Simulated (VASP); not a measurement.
A run of VASP 6.6.1:

Contents of INCAR:

```
ALGO     = Normal         # electronic algorithm
EDIFF    = 1E-6           # SCF threshold, eV
ENCUT    = 500            # plane-wave cutoff, eV
GGA      = PE             # functional
GGA_COMPAT= False        
ISIF     = 2              # what is computed and relaxed
ISMEAR   = 0              # smearing method
LASPH    = True           # aspherical terms in the spheres
LCHARG   = True           # write CHGCAR
LELF     = True           # ELF
LREAL    = False          # projectors in reciprocal space
LVHAR    = True         
LWAVE    = False          # write WAVECAR
NBANDS   = 15             # bands
NELM     = 120            # most SCF steps
PREC     = Accurate       # precision mode
SIGMA    = 0.01           # smearing width, eV
```

The input KPOINTS:

```
k-points
0
Gamma
  4 4 4
```

POSCAR

```
CsI
1.0
    4.6655043872      0.0000000000      0.0000000000
    0.0000000000      4.6655043872      0.0000000000
    0.0000000000      0.0000000000      4.6655043872
Cs I
1 1
Direct
    0.0000000000      0.0000000000      0.0000000000
    0.5000000000      0.5000000000      0.5000000000
```

Potentials or basis: VASP PAW PBE potentials, release 64 (Cs_sv, I).

Run with:

```bash
$ cat potpaw_PBE.64/Cs_sv/POTCAR potpaw_PBE.64/I/POTCAR > POTCAR
$ mpirun -np 1 vasp_std > vasp.out
```

Hardware: 1 thread of AMD EPYC 9R45 96-Core Processor (Zen 5), with other jobs on the host.

**Question.** Estimate the wall time of this run.

**Answer.** It took 9.2 s on 1 thread of AMD EPYC 9R45 96-Core Processor (Zen 5), with other jobs on the host, peak memory 0.17 GiB. Counts: scf iterations 13, k points 10.
